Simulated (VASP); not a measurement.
Input of a VASP 6.6.1 run:

Contents of INCAR:

```
SYSTEM = IrPb2
  ALGO = Fast
  EDIFF = 1E-7
  ENCUT = 520
  GGA = PE
  ISIF = 2
  ISMEAR = 0
  LASPH = .True.
  LCHARG = .False.
  LREAL = .False.
  LWAVE = .False.
  NBANDS = 46
  NELM = 80
  PREC = Accurate
  SIGMA = 0.1
```

The input KPOINTS:

```
k-points
0
Gamma
  4 4 4
  0 0 0
```

The input POSCAR:

```
IrPb2
1.0
    0.0000000000      4.2314821635      4.2314821635
    4.2314821635      0.0000000000      4.2314821635
    4.2314821635      4.2314821635      0.0000000000
Ir Pb
2 4
Direct
    0.0000000000      0.0000000000      0.0000000000
    0.2500000000      0.2500000000      0.2500000000
    0.6250000000      0.6250000000      0.6250000000
    0.1250000000      0.6250000000      0.6250000000
    0.6250000000      0.6250000000      0.1250000000
    0.6250000000      0.1250000000      0.6250000000
```

Potentials or basis: VASP PAW PBE potentials, release 64 (Ir, Pb_d).

Launch:

```sh
$ cat potpaw_PBE.64/Ir/POTCAR potpaw_PBE.64/Pb_d/POTCAR > POTCAR
$ mpirun -np 1 vasp_std > vasp.out
```

**Question.** Estimate the band gap on the k mesh.

**Answer.** Zero (bands 37 and 38 overlap by 0.97 eV).

**Question.** What does it give for the pressure?

**Answer.** 2.9 GPa.

Caveat: spin-orbit coupling is left out, which moves the levels of the heavy elements.
